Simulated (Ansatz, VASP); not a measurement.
## One calculation of Ca2Pd, two programs

```
CELL_PARAMETERS angstrom
5.15158 0.00000 0.00000
-2.57579 4.46140 0.00000
0.00000 0.00000 3.23977
ATOMIC_POSITIONS crystal
Ca 0.33333 0.66667 0.50000
Ca 0.66667 0.33333 0.50000
Pd 0.00000 0.00000 0.00000
```

Alike in both runs: functional PBE; k mesh 12 × 12 × 14; occupations gaussian, width 0.1 eV; no spin polarisation.

Ansatz relaxed the structure, and its values are those at the end. VASP's run is a single point on that final structure, the one shown.

|  | VASP | Ansatz |
| --- | --- | --- |
| version | VASP 6.6.1 | Ansatz 0.2.0 |
| potentials or method | VASP PAW PBE potentials, release 64 (Ca_sv, Pd), cutoff 520 eV | scalar-relativistic, plane waves, PAW |
| valence electrons in the cell | 30 | 38 |

|  | VASP | Ansatz | Ansatz less VASP |
| --- | --- | --- | --- |
| gap on the k mesh at the Fermi level (eV) | none | none | - |
| pressure (GPa) | 0.0 | 0.0 | -0.06 |

A gap of «none» marks a metal or a gap that the smearing closes. VASP's potentials hold 30 valence electrons a cell and Ansatz's 38, so a difference there can come from the potentials and not from the codes.
